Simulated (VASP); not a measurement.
The system is C.

```
C
1.0
     2.57157    0.00000    0.00000
    -1.28578    2.22704    0.00000
     0.00000    0.00000    8.39865
C
8
Cartesian
  1.2858 0.7423 7.0864
  0.0000 1.4847 2.8870
  1.2858 0.7423 5.5116
  0.0000 1.4847 1.3123
  0.0000 0.0000 7.6113
  0.0000 0.0000 3.4120
  0.0000 0.0000 4.9867
  0.0000 0.0000 0.7874
```

This cell differs from its parent crystal: volume scaled by 1.06.

Base run:

```yaml
Program: VASP 6.6.1
Functional: PBE
Potentials_or_basis: VASP PAW PBE potentials, release 64 (C)
Cutoff: 520 eV
k_mesh: 12 × 12 × 4
Occupations: fermi-dirac, width 0.05 eV
Spin: no spin polarisation
```

Its results: band gap on the k mesh 4.27 eV, indirect (least direct gap 5.06 eV); pressure -20.4 GPa; largest force 0.293 eV/Å.

Task: The run is repeated on the same cell with these changes: functional from PBE to PBEsol. What comes out?

Result: Band gap on the k mesh 4.13 eV, indirect (least direct gap 5.00 eV); pressure -26.2 GPa; largest force 0.297 eV/Å.

PBEsol binds more tightly than PBE, so the same cell stands under less pressure.

Caveats: the PAW data sets were made with another functional, which shifts forces and pressure a little (some runs).

A k mesh can miss the band edges.
